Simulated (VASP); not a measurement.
# AlRu (P4/mmm) in VASP: notebook

Aim: see how the results for AlRu move with the level of theory and the settings. Levels: PBEsol, PBEsol+D4. Tasks: single point.

Everything below comes from runs of VASP 6.6.1. Logs are shortened: lines on timing, memory, paths and dates and some standing lists are left out, and cuts for length are marked.

## Step 1: The cell of the first run

It takes space group P4/mmm (No. 123, tetragonal). Conventional cell: a = 2.992 Å, b = 2.992 Å, c = 2.872 Å, α = 90.00°, β = 90.00°, γ = 90.00°. Al (site symmetry 4/mmm) has 8 Ru at 2.56 Å and 6 Al at 2.87 to 2.99 Å within 3.4 Å. Within 3.4 Å of Ru (site symmetry 4/mmm) lie 8 Al at 2.56 Å and 6 Ru at 2.87 to 2.99 Å.

## Step 2: Single point, PBEsol (strain -0.0400 x Voigt [0, 0, 1, 0, 0, 0])

Input file INCAR:

```
SYSTEM = AlRu
  PREC = Accurate
  ENCUT = 520
  EDIFF = 1E-6
  ISMEAR = 0
  SIGMA = 0.15
  LREAL = .False.
  LASPH = .True.
  NELM = 80
  ALGO = Fast
  ISIF = 2
  LWAVE = .False.
  LCHARG = .True.
  GGA = PS
  LELF = .True.
  LVHAR = .True.
  NBANDS = 16
```

Input file KPOINTS:

```
regular mesh
0
Gamma
  16 16 16
  0 0 0
```

Input file POSCAR:

```
AlRu
1.0
    2.9916000000      0.0000000000      0.0000000000
    0.0000000000      2.9916000000      0.0000000000
    0.0000000000      0.0000000000      2.8719360000
Al Ru
1 1
Direct
    0.0000000000      0.0000000000      0.0000000000
    0.5000000000      0.5000000000      0.5000000000
```

Potentials or basis: VASP PAW PBE potentials, release 64 (Al, Ru_pv).

On the command line:

```sh
> cat potpaw_PBE.64/Al/POTCAR potpaw_PBE.64/Ru_pv/POTCAR > POTCAR
> mpirun -np 1 vasp_std > vasp.out
```

OUTCAR:

```text
SYSTEM = AlRu
   PREC = Accurate
   ENCUT = 520
   EDIFF = 1E-6
   ISMEAR = 0
   LREAL = .False.
   LASPH = .True.
   NELM = 80
   ISIF = 2
   GGA = PS

 ion  position               nearest neighbor table
   1  0.000  0.000  0.000-   2 2.56   2 2.56   2 2.56   2 2.56   2 2.56   2 2.56   2 2.56   2 2.56

   2  0.500  0.500  0.500-   1 2.56   1 2.56   1 2.56   1 2.56   1 2.56   1 2.56   1 2.56   1 2.56

  LATTYP: Found a simple tetragonal cell.
 ALAT       =     2.9916000000
 C/A-ratio  =     0.9600000000

  Lattice vectors:

 A1 = (   2.9916000000,   0.0000000000,   0.0000000000)
 A2 = (   0.0000000000,   2.9916000000,   0.0000000000)
 A3 = (   0.0000000000,   0.0000000000,   2.8719360000)

Analysis of symmetry for initial positions (statically):
=====================================================================
 Subroutine PRICEL returns:
 Original cell was already a primitive cell.

 Routine SETGRP: Setting up the symmetry group for a
 simple tetragonal supercell.

 Subroutine GETGRP returns: Found 16 space group operations
 (whereof 16 operations were pure point group operations)
 out of a pool of 16 trial point group operations.

The static configuration has the point symmetry D_4h.

Analysis of symmetry for dynamics (positions and initial velocities):
=====================================================================
 Subroutine PRICEL returns:
 Original cell was already a primitive cell.

 Routine SETGRP: Setting up the symmetry group for a
 simple tetragonal supercell.

 Subroutine GETGRP returns: Found 16 space group operations
 (whereof 16 operations were pure point group operations)
 out of a pool of 16 trial point group operations.

The dynamic configuration has the point symmetry D_4h.

 Subroutine INISYM returns: Found 16 space group operations
 (whereof 16 operations are pure point group operations),
 and found     1 'primitive' translations

----------------------------------------------------------------------------------------

                                     Primitive cell

  volume of cell :      25.7029

  direct lattice vectors                    reciprocal lattice vectors
     2.991600000  0.000000000  0.000000000     0.334269287  0.000000000  0.000000000
     0.000000000  2.991600000  0.000000000     0.000000000  0.334269287  0.000000000
     0.000000000  0.000000000  2.871936000     0.000000000  0.000000000  0.348197174

  length of vectors
     2.991600000  2.991600000  2.871936000     0.334269287  0.334269287  0.348197174

  position of ions in fractional coordinates (direct lattice)
     0.000000000  0.000000000  0.000000000
     0.500000000  0.500000000  0.500000000

  ion indices of the primitive-cell ions
   primitive index   ion index
                 1           1
                 2           2

----------------------------------------------------------------------------------------

 KPOINTS: regular mesh

Automatic generation of k-mesh.
 Grid dimensions read from file:
 generate k-points for:   16   16   16

 Generating k-lattice:

  Cartesian coordinates                     Fractional coordinates (reciprocal lattice)
     0.020891830  0.000000000  0.000000000     0.062500000  0.000000000  0.000000000
     0.000000000  0.020891830  0.000000000     0.000000000  0.062500000  0.000000000
     0.000000000  0.000000000  0.021762323     0.000000000  0.000000000  0.062500000

  Length of vectors
     0.020891830  0.020891830  0.021762323

  Shift w.r.t. Gamma in fractional coordinates (k-lattice)
     0.000000000  0.000000000  0.000000000

 Subroutine IBZKPT returns following result:
 ===========================================

 Found    405 irreducible k-points:

 Following reciprocal coordinates:
            Coordinates               Weight
  0.000000  0.000000  0.000000      1.000000
  0.062500  0.000000  0.000000      4.000000
  0.125000  0.000000  0.000000      4.000000
  0.187500  0.000000  0.000000      4.000000
  0.250000  0.000000  0.000000      4.000000
  0.312500  0.000000  0.000000      4.000000
[... 16 lines left out ...]
[... 43 lines left out ...]

 val. band max:       11.2129110344   @ k =   0.2500   0.1250   0.0625
 cond. band min:      11.2203364090   @ k =   0.0000   0.0000   0.0625
 fundamental gap:      0.0074253746
 Fermi energy:        11.2135935323

 k-point     1 :       0.0000    0.0000    0.0000
  band No.  band energies     occupation
      1     -30.5527      2.00000
      2     -30.5527      2.00000
      3     -30.4960      2.00000
      4       1.2559      2.00000
      5       7.3528      2.00000
      6       7.3641      2.00000
[... 8 lines left out ...]
     15      23.1857      0.00000
     16      27.1104      0.00000

 k-point     2 :       0.0625    0.0000    0.0000
  band No.  band energies     occupation
      1     -30.5611      2.00000
      2     -30.5520      2.00000
      3     -30.4954      2.00000
      4       1.3322      2.00000
      5       7.3790      2.00000
      6       7.3884      2.00000
[... 8 lines left out ...]
     15      23.1858      0.00000
     16      27.3018      0.00000

 k-point     3 :       0.1250    0.0000    0.0000
  band No.  band energies     occupation
      1     -30.5848      2.00000
      2     -30.5500      2.00000
      3     -30.4935      2.00000
      4       1.5582      2.00000
      5       7.4374      2.00000
      6       7.4635      2.00000
[... 8 lines left out ...]
     15      23.3992      0.00000
     16      27.9176      0.00000

 k-point     4 :       0.1875    0.0000    0.0000
  band No.  band energies     occupation
      1     -30.6201      2.00000
      2     -30.5471      2.00000
      3     -30.4907      2.00000
      4       1.9257      2.00000
      5       7.4786      2.00000
      6       7.5815      2.00000
[... 8 lines left out ...]
     15      24.0002      0.00000
     16      28.7973      0.00000
[... 324 lines left out ...]
 k-point    22 :       0.3750    0.1250    0.0000
  band No.  band energies     occupation
      1     -30.7336      2.00000
      2     -30.5678      2.00000
      3     -30.4786      2.00000
      4       3.9399      2.00000
      5       6.7652      2.00000
      6       8.1471      2.00000
[... 8 lines left out ...]
     15      26.0155      0.00000
     16      26.2092      0.00000

 k-point    23 :       0.4375    0.1250    0.0000
  band No.  band energies     occupation
      1     -30.7566      2.00000
      2     -30.5657      2.00000
      3     -30.4767      2.00000
      4       4.6614      2.00000
      5       6.1247      2.00000
      6       8.2559      2.00000
[... 8 lines left out ...]
     15      23.5710      0.00000
     16      25.2510      0.00000

 k-point    24 :       0.5000    0.1250    0.0000
  band No.  band energies     occupation
      1     -30.7647      2.00000
      2     -30.5649      2.00000
      3     -30.4760      2.00000
      4       5.3935      2.00000
      5       5.4151      2.00000
      6       8.2973      2.00000
[... 8 lines left out ...]
     15      23.8702      0.00000
     16      24.5778      0.00000

 [... further k-points ...]

------------------------ aborting loop because EDIFF is reached ----------------------------------------

  FORCE on cell =-STRESS in cart. coord.  units (eV):
  Direction    XX          YY          ZZ          XY          YZ          ZX
  --------------------------------------------------------------------------------------
  -------------------------------------------------------------------------------------
  Total        0.5519581      0.5519581      1.8591520      0.0000000     -0.0000000      0.0000000
  in kB       34.4060527     34.4060527    115.8893893      0.0000000     -0.0000000      0.0000000
  external PRESSURE =      61.5671649 kB  Pullay stress =       0.0000000 kB

 VOLUME and BASIS-vectors are now :
 -----------------------------------------------------------------------------
  energy-cutoff  :      520.00
  volume of cell :       25.70
      direct lattice vectors                 reciprocal lattice vectors
     2.991600000  0.000000000  0.000000000     0.334269287  0.000000000  0.000000000
     0.000000000  2.991600000  0.000000000     0.000000000  0.334269287  0.000000000
     0.000000000  0.000000000  2.871936000     0.000000000  0.000000000  0.348197174

 POSITION                                       TOTAL-FORCE (eV/Angst)
 -----------------------------------------------------------------------------------
      0.00000      0.00000      0.00000         0.000000      0.000000      0.000000
      1.49580      1.49580      1.43597         0.000000      0.000000      0.000000
 -----------------------------------------------------------------------------------
    total drift:                                0.000000     -0.000000     -0.000000

  FREE ENERGIE OF THE ION-ELECTRON SYSTEM (eV)
  ---------------------------------------------------
  free  energy   TOTEN  =       -15.4968423646 eV

  energy  without entropy=      -15.4791197028  energy(sigma->0) =      -15.48798103
```

Wall time 49 s (1 thread of Intel Xeon 6975P-C (Granite Rapids), shared host); peak memory 0.26 GiB.

What came out:

- Free energy: -15.4968 eV
- Pressure: 6.2 GPa
- Band gap on the k mesh: zero (an odd number of electrons rules out a gap without spin polarisation)

Stress tensor (GPa, compression positive):
```
 3.44  0.00  0.00
 0.00  3.44  0.00
 0.00  0.00 11.59
```

Levels at points of the mesh, in eV from the Fermi level:
```
           k point  band 5  band 6  band 7  band 8  band 9  band 10  band 11  band 12  band 13  band 14
(0.00, 0.00, 0.00)   -3.86   -3.85   -0.01    0.28    0.28     5.82     5.82     7.12    11.04    11.30
(0.50, 0.00, 0.00)   -5.73   -3.07   -1.87   -1.37    0.52     2.16     7.39    10.82    11.93    12.93
(0.50, 0.50, 0.00)   -3.41   -1.58   -1.58   -0.99   -0.99     1.42     5.12     6.48    11.59    11.98
(0.00, 0.00, 0.50)   -5.26   -2.88   -1.90   -1.90    0.34     2.90     7.37    10.83    10.83    13.18
(0.50, 0.00, 0.50)   -3.23   -1.49   -1.48   -1.32   -1.19     1.67     5.76     6.75    10.59    11.98
(0.50, 0.50, 0.50)   -4.92   -4.83    1.55    1.86    2.83     4.08     4.08     4.37     8.54     9.12
```

Caveat: the cell differs from its parent crystal (strain -0.0400 x Voigt [0, 0, 1, 0, 0, 0]); the cell stands under pressure; the PAW data sets were made with another functional, which shifts forces and pressure a little.

## Step 3: Single point, PBEsol+D4

Input file INCAR:

```
SYSTEM = AlRu
PREC = Accurate ; ENCUT = 520
EDIFF = 1E-6 ; ISMEAR = 0
SIGMA = 0.15 ; LREAL = .False.
LASPH = .True. ; NELM = 100
ALGO = Fast ; ISIF = 2
LWAVE = .False. ; LCHARG = .False.
GGA = PS ; IVDW = 13
NBANDS = 16
```

Input file KPOINTS:

```
Automatic mesh
0
Gamma
  16 16 16
  0 0 0
```

POSCAR is that of step 2.

Potentials or basis: VASP PAW PBE potentials, release 64 (Al, Ru_pv).

On the command line:

```sh
> cat potpaw_PBE.64/Al/POTCAR potpaw_PBE.64/Ru_pv/POTCAR > POTCAR
> mpirun -np 1 vasp_std > vasp.out
```

Run time: 46 s. Hardware: 1 thread of Intel Xeon 6975P-C (Granite Rapids), shared host; peak memory 0.27 GiB.

The run converged. Its results:

```yaml
Free_energy: -16.0677 eV
Pressure: 2.9 GPa
Band_gap_on_the_k_mesh: zero (an odd number of electrons rules out a gap without spin polarisation)
Dispersion_energy_per_atom: -0.285 eV
```

Stress tensor (GPa, compression positive):
```
0.17 0.00 0.00
0.00 0.17 0.00
0.00 0.00 8.32
```

Levels at points of the mesh, in eV from the Fermi level:
```csv
k point,band 7,band 8,band 9,band 10,band 11,band 12
"(0.00, 0.00, 0.00)",-0.01,0.28,0.28,5.82,5.82,7.12
"(0.50, 0.00, 0.00)",-1.87,-1.37,0.52,2.16,7.39,10.82
"(0.50, 0.50, 0.00)",-1.58,-0.99,-0.99,1.42,5.12,6.48
"(0.00, 0.00, 0.50)",-1.90,-1.90,0.34,2.90,7.37,10.83
"(0.50, 0.00, 0.50)",-1.48,-1.32,-1.19,1.67,5.76,6.75
"(0.50, 0.50, 0.50)",1.55,1.86,2.83,4.08,4.08,4.37
```

Caveat: the PAW data sets were made with another functional, which shifts forces and pressure a little.

## Step 4: Single point, PBEsol (strain -0.0300 x Voigt [0, 0, 1, 0, 0, 0])

Input file INCAR:

```
PREC = Accurate
ENCUT = 520
EDIFF = 1E-6
ISMEAR = 0
SIGMA = 0.15
LREAL = F
LASPH = T
NELM = 80
ALGO = Fast
ISIF = 2
LWAVE = F
LCHARG = F
GGA = PS
NBANDS = 16
```

Input file KPOINTS:

```
Automatic mesh
0
Gamma
  16 16 16
```

POSCAR: that of step 3 with these lines changed.

```diff
@@ -4,3 +4,3 @@
     0.0000000000      2.9916000000      0.0000000000
-    0.0000000000      0.0000000000      2.8719360000
+    0.0000000000      0.0000000000      2.9018520000
 Al Ru
```

On the command line:

```sh
> cat potpaw_PBE.64/Al/POTCAR potpaw_PBE.64/Ru_pv/POTCAR > POTCAR
> mpirun -np 1 vasp_std > vasp.out
```

Wall time 43 s (1 thread of Intel Xeon 6975P-C (Granite Rapids), shared host); peak memory 0.27 GiB.

It converged, with:

| Quantity | Value |
| --- | --- |
| Free energy | -15.5130 eV |
| Pressure | 3.6 GPa |
| Band gap on the k mesh | zero (an odd number of electrons rules out a gap without spin polarisation) |

Stress tensor (GPa, compression positive):
```
1.63 0.00 0.00
0.00 1.63 0.00
0.00 0.00 7.46
```

Levels at points of the mesh, in eV from the Fermi level:
```tsv
k point	band 7	band 8	band 9	band 10	band 11	band 12
(0.00, 0.00, 0.00)	0.04	0.25	0.25	5.88	5.88	6.85
(0.50, 0.00, 0.00)	-1.80	-1.43	0.50	2.19	7.41	10.86
(0.50, 0.50, 0.00)	-1.53	-1.04	-1.04	1.45	5.16	6.43
(0.00, 0.00, 0.50)	-1.82	-1.82	0.36	2.74	7.39	10.87
(0.50, 0.00, 0.50)	-1.40	-1.29	-1.24	1.64	5.63	6.63
(0.50, 0.50, 0.50)	1.57	1.80	2.77	4.08	4.08	4.29
```

Caveat: the cell differs from its parent crystal (strain -0.0300 x Voigt [0, 0, 1, 0, 0, 0]); the cell stands under pressure; the PAW data sets were made with another functional, which shifts forces and pressure a little.

## Step 5: Single point, PBEsol (strain -0.0100 x Voigt [0, 0, 1, 0, 0, 0])

Input file INCAR:

```
SYSTEM = AlRu
PREC = Accurate ; ENCUT = 520
EDIFF = 1E-6 ; ISMEAR = 0
SIGMA = 0.15 ; LREAL = .False.
LASPH = .True. ; NELM = 100
ALGO = Fast ; ISIF = 2
LWAVE = .False. ; LCHARG = .False.
GGA = PS ; NBANDS = 16
```

Input file KPOINTS:

```
Automatic mesh
0
Gamma
  16 16 16
  0 0 0
```

POSCAR: that of step 4 with these lines changed.

```diff
@@ -4,3 +4,3 @@
     0.0000000000      2.9916000000      0.0000000000
-    0.0000000000      0.0000000000      2.9018520000
+    0.0000000000      0.0000000000      2.9616840000
 Al Ru
```

On the command line:

```sh
> cat potpaw_PBE.64/Al/POTCAR potpaw_PBE.64/Ru_pv/POTCAR > POTCAR
> mpirun -np 1 vasp_std > vasp.out
```

It took 46 s on 1 thread of Intel Xeon 6975P-C (Granite Rapids), shared host; peak memory 0.27 GiB.

The run converged. Its results:

| Item | Value |
| --- | --- |
| Free energy | -15.5257 eV |
| Pressure | -1.1 GPa |
| Band gap on the k mesh | zero (an odd number of electrons rules out a gap without spin polarisation) |

Stress tensor (GPa, compression positive):
```
-1.69  0.00  0.00
 0.00 -1.69  0.00
 0.00  0.00  0.09
```

Levels at points of the mesh, in eV from the Fermi level:
```tsv
k point	band 6	band 7	band 8	band 9	band 10	band 11	band 12	band 13
(0.00, 0.00, 0.00)	-3.66	0.13	0.20	0.20	6.00	6.00	6.31	11.01
(0.50, 0.00, 0.00)	-2.87	-1.67	-1.56	0.45	2.24	7.43	10.94	11.21
(0.50, 0.50, 0.00)	-1.43	-1.43	-1.14	-1.14	1.49	5.23	6.32	10.82
(0.00, 0.00, 0.50)	-2.83	-1.68	-1.68	0.41	2.42	7.42	10.95	10.95
(0.50, 0.00, 0.50)	-1.41	-1.34	-1.25	-1.21	1.56	5.37	6.39	10.58
(0.50, 0.50, 0.50)	-4.69	1.59	1.67	2.65	4.08	4.08	4.15	8.56
```

Caveat: the cell differs from its parent crystal (strain -0.0100 x Voigt [0, 0, 1, 0, 0, 0]); the PAW data sets were made with another functional, which shifts forces and pressure a little.

## Step 6: Single point, PBEsol (strain +0.0300 x Voigt [0, 0, 1, 0, 0, 0])

Input file INCAR:

```
SYSTEM = AlRu
ALGO     = Fast           ! electronic algorithm
EDIFF    = 1E-6           ! SCF threshold, eV
ENCUT    = 520            ! plane-wave cutoff, eV
GGA      = PS             ! functional
ISIF     = 2              ! what is computed and relaxed
ISMEAR   = 0              ! smearing method
LASPH    = .True.         ! aspherical terms in the spheres
LCHARG   = .True.         ! write CHGCAR
LELF     = .True.         ! ELF
LREAL    = .False.        ! projectors in reciprocal space
LVHAR    = .True.       
LWAVE    = .False.        ! write WAVECAR
NBANDS   = 16             ! bands
NELM     = 80             ! most SCF steps
PREC     = Accurate       ! precision mode
SIGMA    = 0.15           ! smearing width, eV
```

Input file KPOINTS:

```
k-points
0
Gamma
  16 16 16
  0 0 0
```

POSCAR: that of step 5 with these lines changed.

```diff
@@ -4,3 +4,3 @@
     0.0000000000      2.9916000000      0.0000000000
-    0.0000000000      0.0000000000      2.9616840000
+    0.0000000000      0.0000000000      3.0813480000
 Al Ru
```

Potentials or basis: VASP PAW PBE potentials, release 64 (Al, Ru_pv).

On the command line:

```sh
> cat potpaw_PBE.64/Al/POTCAR potpaw_PBE.64/Ru_pv/POTCAR > POTCAR
> mpirun -np 1 vasp_std > vasp.out
```

It took 42 s on 1 thread of Intel Xeon 6975P-C (Granite Rapids), shared host; peak memory 0.28 GiB.

It converged, with:

```yaml
Free_energy: -15.4854 eV
Pressure: -8.9 GPa
Band_gap_on_the_k_mesh: zero (an odd number of electrons rules out a gap without spin polarisation)
```

Stress tensor (GPa, compression positive):
```
 -7.36   0.00   0.00
  0.00  -7.36   0.00
  0.00   0.00 -11.85
```

Levels at points of the mesh, in eV from the Fermi level:
```
           k point  band 7  band 8  band 9  band 10  band 11  band 12
(0.00, 0.00, 0.00)    0.11    0.11    0.28     5.33     6.21     6.21
(0.50, 0.00, 0.00)   -1.78   -1.45    0.37     2.32     7.42    10.33
(0.50, 0.50, 0.00)   -1.30   -1.26   -1.26     1.56     5.32     6.07
(0.00, 0.00, 0.50)   -1.43   -1.43    0.49     1.83     7.47    11.07
(0.50, 0.00, 0.50)   -1.32   -1.08   -0.99     1.36     4.95     5.90
(0.50, 0.50, 0.50)    1.42    1.63    2.41     3.90     4.07     4.07
```

Caveat: the cell differs from its parent crystal (strain +0.0300 x Voigt [0, 0, 1, 0, 0, 0]); the cell stands under tension; the PAW data sets were made with another functional, which shifts forces and pressure a little.

## Step 7: Summary

| level | cell | gap on the mesh (eV) | pressure (GPa) |
| --- | --- | --- | --- |
| PBEsol | a = 2.992, b = 2.992, c = 2.872 Å, 2 atoms | none | 6.2 |
| PBEsol+D4 | a = 2.992, b = 2.992, c = 2.872 Å, 2 atoms | none | 2.9 |
| PBEsol | a = 2.992, b = 2.992, c = 2.902 Å, 2 atoms | none | 3.6 |
| PBEsol | a = 2.992, b = 2.992, c = 2.962 Å, 2 atoms | none | -1.1 |
| PBEsol | a = 2.992, b = 2.992, c = 3.081 Å, 2 atoms | none | -8.9 |

Alike in all rows: task single point; potentials or basis VASP PAW PBE potentials, release 64 (Al, Ru_pv); no spin polarisation; k mesh 16 × 16 × 16; cutoff (eV) 520; smearing gaussian 0.15 eV.

Caveats: the PAW data sets were made with another functional, which shifts forces and pressure a little; the cell stands under pressure (at least some runs); the cell stands under tension (at least some runs).

Absolute energies hang on the potentials; compare differences alone.
